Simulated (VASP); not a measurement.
Write the native input for VASP 6.6.1 that does the following.

* Task: single point
* Functional: PBE
* Potentials or basis: VASP PAW PBE potentials, release 64 (La)
* Cutoff: 520 eV
* k mesh: 13 × 13 × 13
* Occupations: fermi-dirac, width 0.08 eV
* Spin: no spin polarisation
* Dipole correction: no
* Further INCAR settings: ALGO = Normal; EDIFF = 1e-06; NBANDS = 12

The structure of La lies in POSCAR:

```
La
1.0
   -1.9296393454      1.9296393454      1.9296393454
    1.9296393454     -1.9296393454      1.9296393454
    1.9296393454      1.9296393454     -1.9296393454
La
1
Direct
    0.0000000000      0.0000000000      0.0000000000
```

This isn't the form of La at room conditions, which is double hcp.

The input as run:

INCAR

```
ALGO = Normal ; EDIFF = 1E-6
ENCUT = 520 ; GGA = PE
ISIF = 2 ; ISMEAR = -1
LASPH = T ; LCHARG = F
LREAL = F ; LWAVE = F
NBANDS = 12 ; NELM = 80
PREC = Accurate ; SIGMA = 0.08
```

KPOINTS

```
k-points
0
Gamma
  13 13 13
```

Potentials or basis: VASP PAW PBE potentials, release 64 (La).

Run with:

```bash
$ cat potpaw_PBE.64/La/POTCAR > POTCAR
$ mpirun -np 1 vasp_std > vasp.out
```

Results of the run:

* Pressure: 10.2 GPa
* Band gap on the k mesh: zero (an odd number of electrons rules out a gap without spin polarisation)

Caveat: the cell stands under pressure; spin-orbit coupling is left out, which moves the levels of the heavy elements.

Wall time 84 s on 1 thread of Intel Xeon 8259CL, on a shared host, peak memory 0.19 GiB.
